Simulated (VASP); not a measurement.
A run of VASP 6.6.1:

The input INCAR:

```
SYSTEM = ReW3
ALGO = Fast ; EDIFF = 1E-7
ENCUT = 520 ; GGA = PS
ISIF = 2 ; ISMEAR = 0
LASPH = .TRUE. ; LCHARG = .FALSE.
LREAL = .FALSE. ; LWAVE = .FALSE.
NBANDS = 32 ; NELM = 80
PREC = Accurate ; SIGMA = 0.1
```

The input KPOINTS:

```
k-points
0
G
  16 16 6
  0 0 0
```

POSCAR

```
ReW3
1.0
    1.5673421112     -2.2189508297      0.0000000000
    1.5673421112      2.2189508297      0.0000000000
    0.0000000000      0.0000000000      8.8694294417
Re W
1 3
Direct
    0.0000000000      0.0000000000      0.0000000000
    0.5000000000      0.5000000000      0.7521675014
    0.0000000000      0.0000000000      0.5000000000
    0.5000000000      0.5000000000      0.2478324986
```

Potentials or basis: VASP PAW PBE potentials, release 64 (Re, W_sv).

Launch:

```bash
$ cat potpaw_PBE.64/Re/POTCAR potpaw_PBE.64/W_sv/POTCAR > POTCAR
$ mpirun -np 1 vasp_std > vasp.out
```

Hardware: 1 thread of Intel(R) Xeon(R) 6975P-C (Granite Rapids), on a shared host.

Question: How long does it take, and how much memory?

Answer: It took 9.9 min on 1 thread of Intel(R) Xeon(R) 6975P-C (Granite Rapids) (shared host), peak memory 0.55 GiB. Counts: scf iterations 36, k points 292.
